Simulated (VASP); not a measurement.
Rb, 1 atom in the cell. Symmetry: I4/mmm, No. 139, tetragonal system. Conventional cell: a = 5.142 Å, b = 5.142 Å, c = 6.685 Å, α = 90.00°, β = 90.00°, γ = 90.00°.  This cell differs from its parent crystal: ratio of the length along z to the lengths across it x 1.3, volume and fractional coordinates fixed.

| Item | Value |
| --- | --- |
| Program | VASP 6.6.1 |
| Task | single point |
| Functional | PBEsol |
| Potentials or basis | VASP PAW PBE potentials, release 64 (Rb_sv) |
| Cutoff | 520 eV |
| k mesh | 14 × 14 × 14 |
| Occupations | gaussian, width 0.15 eV |
| Spin | no spin polarisation |
| Dipole correction | no |
| Further INCAR settings | ALGO = Fast; EDIFF = 1e-06; NBANDS = 10 |

Potentials or basis: VASP PAW PBE potentials, release 64 (Rb_sv).

Command:

```bash
$ cat potpaw_PBE.64/Rb_sv/POTCAR > POTCAR
$ mpirun -np 1 vasp_std > vasp.out
```

Hardware: 1 thread of Intel(R) Xeon(R) 6975P-C (Granite Rapids), on a shared host.

Problem. How long does it take, and how much memory?

Solution. Wall time 75 s on 1 thread of Intel(R) Xeon(R) 6975P-C (Granite Rapids), with other jobs on the host, peak memory 0.37 GiB. Counts: scf iterations 11, k points 244.
